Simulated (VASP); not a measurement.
# CdF2 (I4/mmm) in VASP: further runs, part 2 of 2

VASP 6.6.1. The steps go on from the part before.

## 4. Single point, PBE (12.99 Å³/atom)

This run uses another cell than the first one, of 12.99 Å³/atom.

File INCAR:

```
SYSTEM = CdF2
ALGO = Normal ; EDIFF = 1E-6
ENCUT = 520 ; GGA = PE
ISIF = 2 ; ISMEAR = 0
LASPH = .TRUE. ; LCHARG = .FALSE.
LREAL = .FALSE. ; LWAVE = .FALSE.
NBANDS = 20 ; NELM = 100
PREC = Accurate ; SIGMA = 0.05
```

File KPOINTS:

```
k-points
0
G
  8 8 8
  0 0 0
```

File POSCAR:

```
CdF2
1.0
    0.0000000000      2.6196659424      2.8384080486
    2.6196659424      0.0000000000      2.8384080486
    2.6196659424      2.6196659424      0.0000000000
Cd F
1 2
Direct
    0.0000000000      0.0000000000      0.0000000000
    0.2500000000      0.2500000000      0.2500000000
    0.7500000000      0.7500000000      0.7500000000
```

Potentials or basis: VASP PAW PBE potentials, release 64 (Cd, F).

The run is started by

```console
$ cat potpaw_PBE.64/Cd/POTCAR potpaw_PBE.64/F/POTCAR > POTCAR
$ mpirun -np 1 vasp_std > vasp.out
```

OUTCAR:

```text
SYSTEM = CdF2
   EDIFF = 1E-6
   ENCUT = 520
   GGA = PE
   ISIF = 2
   ISMEAR = 0
   LASPH = .TRUE.
   LREAL = .FALSE.
   NELM = 100
   PREC = Accurate

 ion  position               nearest neighbor table
   1  0.000  0.000  0.000-   3 2.33   3 2.33   3 2.33   2 2.33   3 2.33   2 2.33   2 2.33   2 2.33

   2  0.250  0.250  0.250-   1 2.33   1 2.33   1 2.33   1 2.33
   3  0.750  0.750  0.750-   1 2.33   1 2.33   1 2.33   1 2.33

  LATTYP: Found a body centered tetragonal cell.
 ALAT       =     3.7047671046
 C/A-ratio  =     1.5323003948

  Lattice vectors:

 A1 = (  -2.6196659424,   0.0000000000,   2.8384080486)
 A2 = (   2.6196659424,   0.0000000000,   2.8384080486)
 A3 = (   0.0000000000,   2.6196659424,  -2.8384080486)

Analysis of symmetry for initial positions (statically):
=====================================================================
 Subroutine PRICEL returns:
 Original cell was already a primitive cell.

 Routine SETGRP: Setting up the symmetry group for a
 body centered tetragonal supercell.

 Subroutine GETGRP returns: Found 16 space group operations
 (whereof 16 operations were pure point group operations)
 out of a pool of 16 trial point group operations.

The static configuration has the point symmetry D_4h.

Analysis of symmetry for dynamics (positions and initial velocities):
=====================================================================
 Subroutine PRICEL returns:
 Original cell was already a primitive cell.

 Routine SETGRP: Setting up the symmetry group for a
 body centered tetragonal supercell.

 Subroutine GETGRP returns: Found 16 space group operations
 (whereof 16 operations were pure point group operations)
 out of a pool of 16 trial point group operations.

The dynamic configuration has the point symmetry D_4h.

 Subroutine INISYM returns: Found 16 space group operations
 (whereof 16 operations are pure point group operations),
 and found     1 'primitive' translations

----------------------------------------------------------------------------------------

                                     Primitive cell

  volume of cell :      38.9580

  direct lattice vectors                    reciprocal lattice vectors
     0.000000000  2.619665942  2.838408049    -0.190864030  0.190864030  0.176155081
     2.619665942  0.000000000  2.838408049     0.190864030 -0.190864030  0.176155081
     2.619665942  2.619665942  0.000000000     0.190864030  0.190864030 -0.176155081

  length of vectors
     3.862539307  3.862539307  3.704767105     0.322317807  0.322317807  0.322317807

  position of ions in fractional coordinates (direct lattice)
     0.000000000  0.000000000  0.000000000
     0.250000000  0.250000000  0.250000000
     0.750000000  0.750000000  0.750000000

  ion indices of the primitive-cell ions
   primitive index   ion index
                 1           1
                 2           2
                 3           3

----------------------------------------------------------------------------------------

 KPOINTS: k-points

Automatic generation of k-mesh.
 Grid dimensions read from file:
 generate k-points for:    8    8    8

 Generating k-lattice:

  Cartesian coordinates                     Fractional coordinates (reciprocal lattice)
    -0.023858004  0.023858004  0.022019385     0.125000000  0.000000000  0.000000000
     0.023858004 -0.023858004  0.022019385     0.000000000  0.125000000  0.000000000
     0.023858004  0.023858004 -0.022019385    -0.000000000 -0.000000000  0.125000000

  Length of vectors
     0.040289726  0.040289726  0.040289726

  Shift w.r.t. Gamma in fractional coordinates (k-lattice)
     0.000000000  0.000000000  0.000000000

 Subroutine IBZKPT returns following result:
 ===========================================

 Found     59 irreducible k-points:

 Following reciprocal coordinates:
            Coordinates               Weight
  0.000000  0.000000  0.000000      1.000000
  0.125000  0.000000  0.000000      8.000000
  0.250000  0.000000  0.000000      8.000000
  0.375000  0.000000  0.000000      8.000000
  0.500000  0.000000  0.000000      4.000000
  0.125000  0.125000  0.000000      2.000000
[... 16 lines left out ...]
  0.250000  0.000000  0.125000     16.000000
  0.375000  0.000000  0.125000     16.000000
 [... further k-points ...]
   k-points           NKPTS =     59   k-points in BZ     NKDIM =     59   number of bands    NBANDS=     20
   number of dos      NEDOS =    301   number of ions     NIONS =      3
   total plane-waves  NPLWV =  25200
   dimension x,y,z NGX =    30 NGY =   30 NGZ =   28
   dimension x,y,z NGXF=    60 NGYF=   60 NGZF=   56
   ions per type =               1   2
   NGX,Y,Z   is equivalent  to a cutoff of  12.91, 12.91, 12.56 a.u.
   NGXF,Y,Z  is equivalent  to a cutoff of  25.82, 25.82, 25.13 a.u.
 SYSTEM =  CdF2
   PREC   = accura    normal or accurate (medium, high low for compatibility)
   ISTART =      0    job   : 0-new  1-cont  2-samecut
   ICHARG =      2    charge: 1-file 2-atom 10-const
   ISPIN  =      1    spin polarized calculation?
   LNONCOLLINEAR =      F non collinear calculations
   LSORBIT =      F    spin-orbit coupling
   LASPH  =      T    aspherical Exc in radial PAW
   ENCUT  =  520.0 eV  38.22 Ry    6.18 a.u.   7.18  7.18  6.89*2*pi/ulx,y,z
   NELM   =    100;   NELMIN=  2; NELMDL= -5     # of ELM steps
   EDIFF  = 0.1E-05   stopping-criterion for ELM
   LREAL  =      F    real-space projection
   EDIFFG = 0.1E-04   stopping-criterion for IOM
   NSW    =      0    number of steps for IOM
   IBRION =     -1    ionic relax: 0-MD 1-quasi-New 2-CG
   NFREE  =      0    steps in history (QN), initial steepest desc. (CG)
   ISIF   =      2    stress and relaxation
   ISYM   =      2    0-nonsym 1-usesym 2-fastsym
   POTIM  = 0.5000    time-step for ionic-motion
   TEBEG  =    0.0;   TEEND  =   0.0 temperature during run
   PSTRESS=    0.0 pullay stress
   NELECT =      26.0000    total number of electrons
   NUPDOWN=      -1.0000    fix difference up-down
   EMIN   =  10.00;   EMAX   =-10.00  energy-range for DOS
   EFERMI =   0.00;   METHOD = LEGACY
   ISMEAR =     0;   SIGMA  =   0.05  broadening in eV -4-tet -1-fermi 0-gaus
   EFERMI_NEDOS =   21; number of points for ismear=-14 and -15
   IALGO  =     38    algorithm
   IMIX   =      4    mixing-type and parameters
     AMIX     =   0.40;   BMIX     =  1.00
     AMIX_MAG =   1.60;   BMIX_MAG =  1.00
  volume/ion in A,a.u.               =      12.99        87.63
  Fermi-wavevector in a.u.,A,eV,Ry     =   1.430651  2.703539 27.847895  2.046763
  Thomas-Fermi vector in A             =   2.550473
   LORBIT       =      0    0 simple, 1 ext, 2 COOP (PROOUT), +10 PAW based schemes
   GGA     = PE    functional components
   LHFCALC =     F    Hartree Fock is set to
   AEXX    =    0.0000 exact exchange contribution
   IVDW    =     0    specifies the selected vdW correction
   LEPSILON=     F    determine dielectric tensor
   LRPA    =     F    only Hartree local field effects (RPA)
 non-spin polarized calculation
 Gauss-broadening in eV      SIGMA  =   0.05
  energy-cutoff  :      520.00
  volume of cell :       38.96
 maximum number of plane-waves:      1061
 NGX is ok and might be reduce to    30
   NGX = 15   NGY = 15   NGZ = 13

 number of electron      25.9999989 magnetization

 Free energy of the ion-electron system (eV)
  ---------------------------------------------------
  ext. energy  EPLUGINS =         0.00000000
  ---------------------------------------------------
  free energy    TOTEN  =       -10.79715429 eV

  energy without entropy =      -10.79715429  energy(sigma->0) =      -10.79715429

 E-fermi :  -0.9515     XC(G=0): -10.4374

 val. band max:       -1.1810591935   @ k =  -0.2500   0.2500   0.5000
 cond. band min:       1.7385044849   @ k =   0.0000   0.0000   0.0000
 fundamental gap:      2.9195636784
 Fermi energy:        -0.9515293382

 k-point     1 :       0.0000    0.0000    0.0000
  band No.  band energies     occupation
      1     -22.0908      2.00000
      2     -20.9439      2.00000
      3      -6.9358      2.00000
      4      -6.8800      2.00000
      5      -6.8800      2.00000
      6      -5.7266      2.00000
[... 12 lines left out ...]
     19      17.8325      0.00000
     20      19.5807      0.00000
[... 507 lines left out ...]
 k-point    24 :       0.3750    0.0000    0.1250
  band No.  band energies     occupation
      1     -21.7304      2.00000
      2     -21.2656      2.00000
      3      -6.5941      2.00000
      4      -6.5314      2.00000
      5      -5.8826      2.00000
      6      -5.8603      2.00000
[... 12 lines left out ...]
     19      17.6461      0.00000
     20      19.8328      0.00000

 [... further k-points ...]
[... 5 lines left out ...]
  --------------------------------------------------------------------------------------
  -------------------------------------------------------------------------------------
  Total        2.2956211      2.2956211      0.1946243      0.0000000      0.0000000     -0.0000000
  in kB       94.4091597     94.4091597      8.0040708      0.0000000      0.0000000     -0.0000000
  external PRESSURE =      65.6074634 kB  Pullay stress =       0.0000000 kB

 VOLUME and BASIS-vectors are now :
 -----------------------------------------------------------------------------
  energy-cutoff  :      520.00
  volume of cell :       38.96
      direct lattice vectors                 reciprocal lattice vectors
     0.000000000  2.619665942  2.838408049    -0.190864030  0.190864030  0.176155081
     2.619665942  0.000000000  2.838408049     0.190864030 -0.190864030  0.176155081
     2.619665942  2.619665942  0.000000000     0.190864030  0.190864030 -0.176155081

 POSITION                                       TOTAL-FORCE (eV/Angst)
 -----------------------------------------------------------------------------------
      0.00000      0.00000      0.00000         0.000000     -0.000000      0.000000
      1.30983      1.30983      1.41920         0.000000      0.000000      0.000000
      3.92950      3.92950      4.25761        -0.000000     -0.000000     -0.000000
 -----------------------------------------------------------------------------------
    total drift:                                0.000000     -0.000000      0.000000

  FREE ENERGIE OF THE ION-ELECTRON SYSTEM (eV)
  ---------------------------------------------------
  free  energy   TOTEN  =       -10.7971542899 eV

  energy  without entropy=      -10.7971542899  energy(sigma->0) =      -10.79715429
```

OSZICAR:

```text
N       E                     dE             d eps       ncg     rms          rms(c)
DAV:   1     0.198994387484E+03    0.19899E+03   -0.15579E+04  2432   0.133E+03
DAV:   2    -0.393785943526E+01   -0.20293E+03   -0.19514E+03  2584   0.346E+02
DAV:   3    -0.124933802884E+02   -0.85555E+01   -0.85310E+01  2724   0.770E+01
DAV:   4    -0.125298619288E+02   -0.36482E-01   -0.36480E-01  2584   0.520E+00
DAV:   5    -0.125299927101E+02   -0.13078E-03   -0.13078E-03  2688   0.279E-01    0.103E+01
DAV:   6    -0.107678644572E+02    0.17621E+01   -0.40120E+00  3004   0.378E+01    0.746E+00
DAV:   7    -0.108135462326E+02   -0.45682E-01   -0.90990E-01  2472   0.860E+00    0.427E+00
DAV:   8    -0.108056885899E+02    0.78576E-02   -0.14310E-01  2456   0.356E+00    0.710E-01
DAV:   9    -0.107964286806E+02    0.92599E-02   -0.36382E-02  2872   0.237E+00    0.892E-02
DAV:  10    -0.107970255787E+02   -0.59690E-03   -0.29803E-03  2440   0.605E-01    0.123E-01
DAV:  11    -0.107971311948E+02   -0.10562E-03   -0.13612E-04  2580   0.116E-01    0.363E-02
DAV:  12    -0.107971527730E+02   -0.21578E-04   -0.34189E-05  2456   0.516E-02    0.183E-02
DAV:  13    -0.107971546227E+02   -0.18497E-05   -0.76297E-06  2588   0.227E-02    0.410E-03
DAV:  14    -0.107971542899E+02    0.33285E-06   -0.79300E-07  2096   0.114E-02
   1 F= -.10797154E+02 E0= -.10797154E+02  d E =-.784717E-13
```

Wall time 24 s (1 thread of AMD EPYC 9R45 (Zen 5), shared host); peak memory 0.16 GiB.

Results:

```
Free energy            : -10.7972 eV
Pressure               : 6.6 GPa
Band gap on the k mesh : 2.92 eV (least direct gap 3.38 eV)
```

Levels at points of the mesh, in eV from the valence-band top:
| k point | band 10 | band 11 | band 12 | band 13 | band 14 | band 15 | band 16 | band 17 |
| --- | --- | --- | --- | --- | --- | --- | --- | --- |
| (0.00, 0.00, 0.00) | -0.82 | -0.68 | -0.68 | -0.46 | 2.92 | 12.57 | 12.57 | 12.81 |
| (0.50, 0.00, 0.00) | -2.00 | -1.82 | -0.51 | -0.47 | 7.05 | 8.97 | 14.19 | 14.73 |
| (0.50, 0.50, 0.00) | -2.96 | -0.85 | -0.09 | -0.09 | 7.88 | 9.74 | 11.94 | 14.43 |
| (0.50, 0.00, 0.50) | -2.98 | -0.40 | -0.31 | -0.06 | 7.85 | 9.42 | 11.85 | 13.56 |

Caveat: the cell stands under pressure. A k mesh can miss the band edges.

## 5. Overview

```tsv
cell	gap on the mesh (eV)	pressure (GPa)
a = 3.702, b = 3.702, c = 3.799 Å, angles 59.1, 59.1, 61.7°, 3 atoms	3.20	14.9
a = 3.761, b = 3.761, c = 3.908 Å, angles 58.7, 58.7, 62.6°, 3 atoms	2.87	6.6
a = 3.863, b = 3.863, c = 3.705 Å, angles 61.3, 61.3, 57.3°, 3 atoms	2.92	6.6
```

Alike in all rows: task single point; level PBE; potentials or basis VASP PAW PBE potentials, release 64 (Cd, F); no spin polarisation; k mesh 8 × 8 × 8; cutoff (eV) 520; smearing gaussian 0.05 eV.

Caveats: the cell stands under pressure.

Absolute energies hang on the potentials; compare differences alone.
